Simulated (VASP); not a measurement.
# Ge (P6_3/mmc) in VASP: a series of runs

The runs below take Ge through single point, with PBE.

All numbers are computed with VASP 6.6.1; they aren't measurements. Logs are shortened: lines on timing, memory, paths and dates and some standing lists are left out, and cuts for length are marked.

### 1 The cell of the first run

It takes space group P6_3/mmc (No. 194, hexagonal). The conventional cell has a = 2.378 Å, b = 2.378 Å, c = 3.897 Å, α = 90.00°, β = 90.00°, γ = 120.00°. Within 3.1 Å of Ge (site symmetry -6m2) lie 12 Ge at 2.38 Å.

### 2 Single point, PBE

INCAR reads:

```
  ALGO = Normal
  EDIFF = 1E-6
  ENCUT = 520
  GGA = PE
  ISIF = 2
  ISMEAR = -1
  LASPH = T
  LCHARG = F
  LREAL = F
  LWAVE = F
  NBANDS = 21
  NELM = 100
  PREC = Accurate
  SIGMA = 0.05
```

KPOINTS reads:

```
k-points
0
Gamma
  18 18 10
```

POSCAR reads:

```
Ge
1.0
    2.3782712258      0.0000000000      0.0000000000
   -1.1891356129      2.0596432986      0.0000000000
    0.0000000000      0.0000000000      3.8968313238
Ge
2
Direct
    0.3333333333      0.6666666667      0.2500000000
    0.6666666667      0.3333333333      0.7500000000
```

Potentials or basis: VASP PAW PBE potentials, release 64 (Ge_d).

Command:

```sh
cat potpaw_PBE.64/Ge_d/POTCAR > POTCAR
mpirun -np 1 vasp_std > vasp.out
```

OUTCAR:

```text
EDIFF = 1E-6
   ENCUT = 520
   GGA = PE
   ISIF = 2
   ISMEAR = -1
   LASPH = T
   LREAL = F
   NELM = 100
   PREC = Accurate

 ion  position               nearest neighbor table
   1  0.333  0.667  0.250-   2 2.38   2 2.38   2 2.38   2 2.38   2 2.38   2 2.38
   2  0.667  0.333  0.750-   1 2.38   1 2.38   1 2.38   1 2.38   1 2.38   1 2.38

  LATTYP: Found a hexagonal cell.
 ALAT       =     2.3782712258
 C/A-ratio  =     1.6385142626

  Lattice vectors:

 A1 = (   2.3782712258,   0.0000000000,   0.0000000000)
 A2 = (  -1.1891356129,   2.0596432986,   0.0000000000)
 A3 = (   0.0000000000,   0.0000000000,   3.8968313238)

Analysis of symmetry for initial positions (statically):
=====================================================================
 Subroutine PRICEL returns:
 Original cell was already a primitive cell.

 Routine SETGRP: Setting up the symmetry group for a
 hexagonal supercell.

 Subroutine GETGRP returns: Found 24 space group operations
 (whereof 12 operations were pure point group operations)
 out of a pool of 24 trial point group operations.

The static configuration has the point symmetry D_3d.
 The point group associated with its full space group is D_6h.

Analysis of symmetry for dynamics (positions and initial velocities):
=====================================================================
 Subroutine PRICEL returns:
 Original cell was already a primitive cell.

 Routine SETGRP: Setting up the symmetry group for a
 hexagonal supercell.

 Subroutine GETGRP returns: Found 24 space group operations
 (whereof 12 operations were pure point group operations)
 out of a pool of 24 trial point group operations.

The dynamic configuration has the point symmetry D_3d.
 The point group associated with its full space group is D_6h.

 Subroutine INISYM returns: Found 24 space group operations
 (whereof 12 operations are pure point group operations),
 and found     1 'primitive' translations

----------------------------------------------------------------------------------------

                                     Primitive cell

  volume of cell :      19.0882

  direct lattice vectors                    reciprocal lattice vectors
     2.378271226  0.000000000  0.000000000     0.420473489  0.242760482  0.000000000
    -1.189135613  2.059643299  0.000000000     0.000000000  0.485520964  0.000000000
     0.000000000  0.000000000  3.896831324     0.000000000  0.000000000  0.256618754

  length of vectors
     2.378271226  2.378271226  3.896831324     0.485520964  0.485520964  0.256618754

  position of ions in fractional coordinates (direct lattice)
     0.333333333  0.666666667  0.250000000
     0.666666667  0.333333333  0.750000000

  ion indices of the primitive-cell ions
   primitive index   ion index
                 1           1
                 2           2

----------------------------------------------------------------------------------------

 KPOINTS: k-points

Automatic generation of k-mesh.
 Grid dimensions read from file:
 generate k-points for:   18   18   10

 Generating k-lattice:

  Cartesian coordinates                     Fractional coordinates (reciprocal lattice)
     0.023359638  0.013486693  0.000000000     0.055555556 -0.000000000  0.000000000
     0.000000000  0.026973387  0.000000000     0.000000000  0.055555556  0.000000000
     0.000000000  0.000000000  0.025661875     0.000000000  0.000000000  0.100000000

  Length of vectors
     0.026973387  0.026973387  0.025661875

  Shift w.r.t. Gamma in fractional coordinates (k-lattice)
     0.000000000  0.000000000  0.000000000

 Subroutine IBZKPT returns following result:
 ===========================================

 Found    222 irreducible k-points:

 Following reciprocal coordinates:
            Coordinates               Weight
  0.000000  0.000000  0.000000      1.000000
  0.055556  0.000000  0.000000      6.000000
  0.111111  0.000000  0.000000      6.000000
  0.166667  0.000000  0.000000      6.000000
  0.222222 -0.000000  0.000000      6.000000
  0.277778  0.000000  0.000000      6.000000
[... 16 lines left out ...]
  0.333333  0.111111  0.000000     12.000000
  0.388889  0.111111  0.000000     12.000000
 [... further k-points ...]
   k-points           NKPTS =    222   k-points in BZ     NKDIM =    222   number of bands    NBANDS=     21
   number of dos      NEDOS =    301   number of ions     NIONS =      2
   total plane-waves  NPLWV =   9720
   dimension x,y,z NGX =    18 NGY =   18 NGZ =   30
   dimension x,y,z NGXF=    36 NGYF=   36 NGZF=   60
   ions per type =               2
   NGX,Y,Z   is equivalent  to a cutoff of  12.58, 12.58, 12.80 a.u.
   NGXF,Y,Z  is equivalent  to a cutoff of  25.16, 25.16, 25.60 a.u.
 SYSTEM =  unknown system
   PREC   = accura    normal or accurate (medium, high low for compatibility)
   ISTART =      0    job   : 0-new  1-cont  2-samecut
   ICHARG =      2    charge: 1-file 2-atom 10-const
   ISPIN  =      1    spin polarized calculation?
   LNONCOLLINEAR =      F non collinear calculations
   LSORBIT =      F    spin-orbit coupling
   LASPH  =      T    aspherical Exc in radial PAW
   ENCUT  =  520.0 eV  38.22 Ry    6.18 a.u.   4.42  4.42  7.25*2*pi/ulx,y,z
   NELM   =    100;   NELMIN=  2; NELMDL= -5     # of ELM steps
   EDIFF  = 0.1E-05   stopping-criterion for ELM
   LREAL  =      F    real-space projection
   EDIFFG = 0.1E-04   stopping-criterion for IOM
   NSW    =      0    number of steps for IOM
   IBRION =     -1    ionic relax: 0-MD 1-quasi-New 2-CG
   NFREE  =      0    steps in history (QN), initial steepest desc. (CG)
   ISIF   =      2    stress and relaxation
   ISYM   =      2    0-nonsym 1-usesym 2-fastsym
   POTIM  = 0.5000    time-step for ionic-motion
   TEBEG  =    0.0;   TEEND  =   0.0 temperature during run
   PSTRESS=    0.0 pullay stress
   NELECT =      28.0000    total number of electrons
   NUPDOWN=      -1.0000    fix difference up-down
   EMIN   =  10.00;   EMAX   =-10.00  energy-range for DOS
   EFERMI =   0.00;   METHOD = LEGACY
   ISMEAR =    -1;   SIGMA  =   0.05  broadening in eV -4-tet -1-fermi 0-gaus
   EFERMI_NEDOS =   21; number of points for ismear=-14 and -15
   IALGO  =     38    algorithm
   IMIX   =      4    mixing-type and parameters
     AMIX     =   0.40;   BMIX     =  1.00
     AMIX_MAG =   1.60;   BMIX_MAG =  1.00
  volume/ion in A,a.u.               =       9.54        64.41
  Fermi-wavevector in a.u.,A,eV,Ry     =   1.860112  3.515103 47.076402  3.460018
  Thomas-Fermi vector in A             =   2.908195
   LORBIT       =      0    0 simple, 1 ext, 2 COOP (PROOUT), +10 PAW based schemes
   GGA     = PE    functional components
[... 5 lines left out ...]
 non-spin polarized calculation
  energy-cutoff  :      520.00
  volume of cell :       19.09
 maximum number of plane-waves:       539
 NGX is ok and might be reduce to    18
   NGX =  9   NGY =  9   NGZ = 15

 number of electron      28.0000044 magnetization

 Free energy of the ion-electron system (eV)
  ---------------------------------------------------
  ext. energy  EPLUGINS =         0.00000000
  ---------------------------------------------------
  free energy    TOTEN  =        -1.32546809 eV

  energy without entropy =       -1.32210332  energy(sigma->0) =       -1.32378570

 E-fermi :  17.2842     XC(G=0): -15.2122

 val. band max:       17.2530052184   @ k =   0.2222   0.1111   0.4000
 cond. band min:      17.3231599285   @ k =   0.1667   0.1667   0.0000
 fundamental gap:      0.0701547100
 Fermi energy:        17.2842175578

 k-point     1 :       0.0000    0.0000    0.0000
  band No.  band energies     occupation
      1      -9.2168      2.00000
      2      -8.9527      2.00000
      3      -8.9034      2.00000
      4      -8.9034      2.00000
      5      -8.8379      2.00000
      6      -8.8379      2.00000
[... 13 lines left out ...]
     20      34.7328      0.00000
     21      37.9420      0.00000

 k-point     2 :       0.0556    0.0000    0.0000
  band No.  band energies     occupation
      1      -9.2039      2.00000
      2      -8.9641      2.00000
      3      -8.8890      2.00000
      4      -8.8861      2.00000
      5      -8.8397      2.00000
      6      -8.8219      2.00000
[... 13 lines left out ...]
     20      35.4703      0.00000
     21      37.4384      0.00000

 k-point     3 :       0.1111    0.0000    0.0000
  band No.  band energies     occupation
      1      -9.1754      2.00000
      2      -8.9847      2.00000
      3      -8.8655      2.00000
      4      -8.8361      2.00000
      5      -8.8325      2.00000
      6      -8.7759      2.00000
[... 13 lines left out ...]
     20      35.2175      0.00000
     21      36.2976      0.00000

 k-point     4 :       0.1667    0.0000    0.0000
  band No.  band energies     occupation
      1      -9.1668      2.00000
      2      -8.9846      2.00000
      3      -8.8752      2.00000
      4      -8.8122      2.00000
      5      -8.7774      2.00000
      6      -8.7722      2.00000
[... 13 lines left out ...]
     20      35.5691      0.00000
     21      36.6329      0.00000

 k-point     5 :       0.2222   -0.0000    0.0000
  band No.  band energies     occupation
      1      -9.2027      2.00000
      2      -8.9697      2.00000
      3      -8.8910      2.00000
      4      -8.8715      2.00000
      5      -8.8085      2.00000
      6      -8.7008      2.00000
[... 13 lines left out ...]
     20      35.2463      0.00000
     21      36.5655      0.00000

 k-point     6 :       0.2778    0.0000    0.0000
  band No.  band energies     occupation
      1      -9.2599      2.00000
      2      -8.9928      2.00000
      3      -8.9827      2.00000
      4      -8.8450      2.00000
      5      -8.8216      2.00000
      6      -8.6185      2.00000
[... 13 lines left out ...]
     20      34.2147      0.00000
     21      35.8294      0.00000

 k-point     7 :       0.3333    0.0000    0.0000
  band No.  band energies     occupation
      1      -9.3183      2.00000
      2      -9.0726      2.00000
      3      -9.0313      2.00000
      4      -8.8779      2.00000
      5      -8.7629      2.00000
      6      -8.6650      2.00000
[... 13 lines left out ...]
     20      33.3923      0.00000
     21      35.2283      0.00000
[... 291 lines left out ...]
      1      -9.1385      2.00000
      2      -9.0373      2.00000
      3      -8.9063      2.00000
      4      -8.8445      2.00000
      5      -8.8306      2.00000
      6      -8.7338      2.00000
[... 13 lines left out ...]
     20      32.4854      0.00000
     21      36.3851      0.00000

 k-point    21 :       0.2222    0.1111    0.0000
  band No.  band energies     occupation
      1      -9.1915      2.00000
      2      -9.0111      2.00000
      3      -8.9971      2.00000
      4      -8.8735      2.00000
      5      -8.8160      2.00000
      6      -8.6569      2.00000
[... 13 lines left out ...]
     20      31.8240      0.00000
     21      38.0253      0.00000

 k-point    22 :       0.2778    0.1111    0.0000
  band No.  band energies     occupation
      1      -9.2472      2.00000
      2      -9.0840      2.00000
      3      -9.0069      2.00000
      4      -8.8959      2.00000
      5      -8.7768      2.00000
      6      -8.6648      2.00000
[... 13 lines left out ...]
     20      31.2422      0.00000
     21      39.3560      0.00000

 k-point    23 :       0.3333    0.1111    0.0000
  band No.  band energies     occupation
      1      -9.2932      2.00000
      2      -9.1546      2.00000
      3      -9.0192      2.00000
      4      -8.9107      2.00000
      5      -8.7283      2.00000
      6      -8.7024      2.00000
[... 13 lines left out ...]
     20      30.8118      0.00000
     21      39.6880      0.00000

 k-point    24 :       0.3889    0.1111    0.0000
  band No.  band energies     occupation
      1      -9.3234      2.00000
      2      -9.2003      2.00000
      3      -9.0323      2.00000
      4      -8.9185      2.00000
      5      -8.7278      2.00000
      6      -8.6912      2.00000
[... 13 lines left out ...]
     20      30.5501      0.00000
     21      39.4092      0.00000

 [... further k-points ...]
[... 5 lines left out ...]
  --------------------------------------------------------------------------------------
  -------------------------------------------------------------------------------------
  Total       26.2807287     26.2807287     26.2808838      0.0000000      0.0000000      0.0000000
  in kB     2205.8855845   2205.8855844   2205.8986082      0.0000000      0.0000000      0.0000000
  external PRESSURE =    2205.8899257 kB  Pullay stress =       0.0000000 kB

 VOLUME and BASIS-vectors are now :
 -----------------------------------------------------------------------------
  energy-cutoff  :      520.00
  volume of cell :       19.09
      direct lattice vectors                 reciprocal lattice vectors
     2.378271226  0.000000000  0.000000000     0.420473489  0.242760482  0.000000000
    -1.189135613  2.059643299  0.000000000     0.000000000  0.485520964  0.000000000
     0.000000000  0.000000000  3.896831324     0.000000000  0.000000000  0.256618754

 POSITION                                       TOTAL-FORCE (eV/Angst)
 -----------------------------------------------------------------------------------
     -0.00000      1.37310      0.97421         0.000000     -0.000000      0.000000
      1.18914      0.68655      2.92262         0.000000      0.000000      0.000000
 -----------------------------------------------------------------------------------
    total drift:                                0.000000     -0.000000      0.000000

  FREE ENERGIE OF THE ION-ELECTRON SYSTEM (eV)
  ---------------------------------------------------
  free  energy   TOTEN  =        -1.3254680912 eV

  energy  without entropy=       -1.3221033187  energy(sigma->0) =       -1.32378570
```

Wall time 50 s (1 thread of Intel Xeon 6975P-C, shared host); peak memory 0.18 GiB.

What came out:

| Item | Value |
| --- | --- |
| Free energy | -1.3255 eV |
| Pressure | 220.6 GPa |
| Band gap on the k mesh | zero (band 14 reaches 29.95 eV, above the bottom of band 15 at 11.82 eV) |

Levels at points of the mesh, in eV from the Fermi level:
| k point | band 12 | band 13 | band 14 | band 15 | band 16 | band 17 |
| --- | --- | --- | --- | --- | --- | --- |
| (0.00, 0.00, 0.00) | -11.45 | -10.19 | 12.56 | 12.56 | 15.04 | 15.04 |
| (0.50, 0.00, 0.00) | -11.94 | -2.97 | -2.62 | -0.76 | -0.05 | 3.82 |
| (0.00, 0.00, 0.50) | -18.81 | 1.90 | 1.90 | 14.85 | 14.85 | 14.85 |
| (0.50, 0.00, 0.50) | -10.36 | -8.31 | -8.31 | 6.73 | 6.73 | 8.69 |

### 3 Single point, PBE

INCAR reads:

```
ALGO     = Normal         # electronic algorithm
EDIFF    = 1E-6           # SCF threshold, eV
ENCUT    = 520            # plane-wave cutoff, eV
GGA      = PE             # functional
ISIF     = 2              # what is computed and relaxed
ISMEAR   = -1             # smearing method
LASPH    = True           # aspherical terms in the spheres
LCHARG   = True           # write CHGCAR
LELF     = True           # ELF
LREAL    = False          # projectors in reciprocal space
LVHAR    = True         
LWAVE    = False          # write WAVECAR
NBANDS   = 21             # bands
NELM     = 80             # most SCF steps
PREC     = Accurate       # precision mode
SIGMA    = 0.05           # smearing width, eV
```

KPOINTS is that of step 2.

POSCAR reads:

```
Ge
1.0
    2.3783782798      0.0000000000      0.0000000000
   -1.1891891399      2.0597360102      0.0000000000
    0.0000000000      0.0000000000      3.8971525292
Ge
2
Direct
    0.3333333333      0.6666666667      0.2500000000
    0.6666666667      0.3333333333      0.7500000000
```

Potentials or basis: VASP PAW PBE potentials, release 64 (Ge_d).

Command:

```sh
cat potpaw_PBE.64/Ge_d/POTCAR > POTCAR
mpirun -np 1 vasp_std > vasp.out
```

Run time: 76 s. Hardware: 1 thread of Intel Xeon 6975P-C, shared host; peak memory 0.18 GiB.

The run converged. Its results:

```yaml
Free_energy: -1.3300 eV
Pressure: 220.4 GPa
Band_gap_on_the_k_mesh: zero (band 14 reaches 29.95 eV, above the bottom of band 15 at 11.81 eV)
```

Levels at points of the mesh, in eV from the Fermi level:
```tsv
k point	band 12	band 13	band 14	band 15	band 16	band 17
(0.00, 0.00, 0.00)	-11.45	-10.19	12.56	12.56	15.04	15.04
(0.50, 0.00, 0.00)	-11.94	-2.97	-2.62	-0.76	-0.05	3.82
(0.00, 0.00, 0.50)	-18.80	1.90	1.90	14.85	14.85	14.85
(0.50, 0.00, 0.50)	-10.36	-8.31	-8.31	6.72	6.72	8.69
```
